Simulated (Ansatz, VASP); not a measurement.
# MgS in VASP and in Ansatz

```
CELL_PARAMETERS angstrom
2.54962 2.54962 0.00000
-2.54962 2.54962 0.00000
0.00000 2.54962 2.63287
ATOMIC_POSITIONS crystal
Mg 0.00000 0.00000 0.00000
S 0.50000 0.50000 0.00000
```

Change from the starting cell: film at in-plane strain -0.02.

Alike in both runs: task single point; functional r2SCAN; k mesh 8 × 8 × 8; no spin polarisation.

```csv
,VASP,Ansatz
version,VASP 6.6.1,Ansatz 0.2.0
potentials or method,"VASP PAW PBE potentials, release 64 (Mg, S)","PAW with Ansatz's default frozen-core files, scalar-relativistic"
plane-wave cutoff (eV),520,500
occupations,"gaussian, width 0.01 eV",fixed
valence electrons in the cell,8,16
```

|  | VASP | Ansatz | Ansatz less VASP |
| --- | --- | --- | --- |
| gap on the k mesh at the Fermi level (eV) | 3.36 | 3.38 | +0.027 |
| pressure (GPa) | 2.1 | 2.6 | +0.49 |
| traceless stress, the component that is largest in VASP (GPa) | -2.53 | -2.57 | -0.039 |

VASP's potentials were made for PBE, not for r2SCAN. VASP's potentials hold 8 valence electrons a cell and Ansatz's 16, so a difference there can come from the potentials and not from the codes.
